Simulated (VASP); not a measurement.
Set up this calculation in VASP 6.6.1, as the native input.

- Task: relaxation of cell and atoms
- Functional: LDA
- Potentials or basis: VASP PAW LDA potentials, release 64 (Li_sv, F)
- Cutoff: 750 eV
- k mesh: 10 × 10 × 10
- Occupations: gaussian, width 0.02 eV
- Spin: no spin polarisation
- Dipole correction: no
- Further INCAR settings: ALGO = Normal; EDIFF = 1e-07; IBRION = 2; EDIFFG = -0.002; NSW = 100; ISIF = 3

The structure of LiF (l.bB) lies in POSCAR:

```
LiF
1.0
    0.0000000000      1.9537008236      1.9537008236
    1.9537008236      0.0000000000      1.9537008236
    1.9537008236      1.9537008236      0.0000000000
Li F
1 1
Direct
    0.0000000000      0.0000000000      0.0000000000
    0.5000000000      0.5000000000      0.5000000000
```

The input as run:

INCAR

```
SYSTEM = LiF
PREC = Accurate
ENCUT = 750
EDIFF = 1E-7
ISMEAR = 0
SIGMA = 0.02
LREAL = .False.
LASPH = .True.
NELM = 120
ALGO = Normal
ISIF = 3
LWAVE = .False.
LCHARG = .False.
IBRION = 2
NSW = 100
EDIFFG = -0.002
GGA_COMPAT = .False.
NELMIN = 4
```

KPOINTS

```
regular mesh
0
Gamma
  10 10 10
  0 0 0
```

Potentials or basis: VASP PAW LDA potentials, release 64 (Li_sv, F).

The run is started by

```sh
$ cat potpaw_LDA.64/Li_sv/POTCAR potpaw_LDA.64/F/POTCAR > POTCAR
$ mpirun -np 1 vasp_std > vasp.out
```

It gave:

```json
{"Relaxed volume": "7.42 Å³/atom", "Relaxed cell": "a = 2.758 Å, b = 2.758 Å, c = 2.758 Å, α = 60.00°, β = 60.00°, γ = 60.00°", "Space group after relaxing (to 0.05 Å)": "Fm-3m (No. 225)", "Energy gained by relaxing": "0.0 meV/atom", "Ionic steps": "4", "Pressure after relaxing": "0.0 GPa", "Band gap on the k mesh": "9.74 eV, direct"}
```

Wall time 50 s on 1 thread of Intel Xeon 8259CL (shared host), peak memory 0.14 GiB.
